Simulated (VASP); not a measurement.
Wanted: the native input for a VASP 6.6.1 run.

```
Task                   : single point
Functional             : PBE
Potentials or basis    : VASP PAW PBE potentials, release 64 (Al)
Cutoff                 : 520 eV
k mesh                 : 10 × 10 × 10
Occupations            : gaussian, width 0.1 eV
Spin                   : no spin polarisation
Dipole correction      : no
Further INCAR settings : ALGO = Fast; EDIFF = 1e-07; NBANDS = 18
```

The structure of Al lies in POSCAR:

```
Al
1.0
   -2.6459187730      2.6459187730      3.7415915945
    2.6459187730     -2.6459187730      3.7415915945
    2.6459187730      2.6459187730     -3.7415915945
Al
6
Direct
    0.0000000000      0.0000000000      0.0000000000
    0.7500000000      0.2500000000      0.5000000000
    0.3750000000      0.6250000000      0.7500000000
    0.3750000000      0.1250000000      0.7500000000
    0.3750000000      0.6250000000      0.2500000000
    0.8750000000      0.6250000000      0.2500000000
```

The cell was generated, and may not be a known phase.

The input as run:

INCAR

```
SYSTEM = Al
PREC = Accurate
ENCUT = 520
EDIFF = 1E-7
ISMEAR = 0
SIGMA = 0.1
LREAL = .FALSE.
LASPH = .TRUE.
NELM = 60
ALGO = Fast
ISIF = 2
LWAVE = .FALSE.
LCHARG = .TRUE.
GGA = PE
LELF = .TRUE.
LVHAR = .TRUE.
NBANDS = 18
```

KPOINTS

```
regular mesh
0
G
  10 10 10
  0 0 0
```

Potentials or basis: VASP PAW PBE potentials, release 64 (Al).

Run with:

```sh
$ cat potpaw_PBE.64/Al/POTCAR > POTCAR
$ mpirun -np 1 vasp_std > vasp.out
```

It gave:

| Property | Result |
| --- | --- |
| Pressure | 0.0 GPa |
| Band gap on the k mesh | zero (bands 9 and 10 overlap by 3.62 eV) |

Run time: 6.2 min on 1 thread of Intel Xeon 8259CL, with other jobs on the host, peak memory 0.32 GiB.
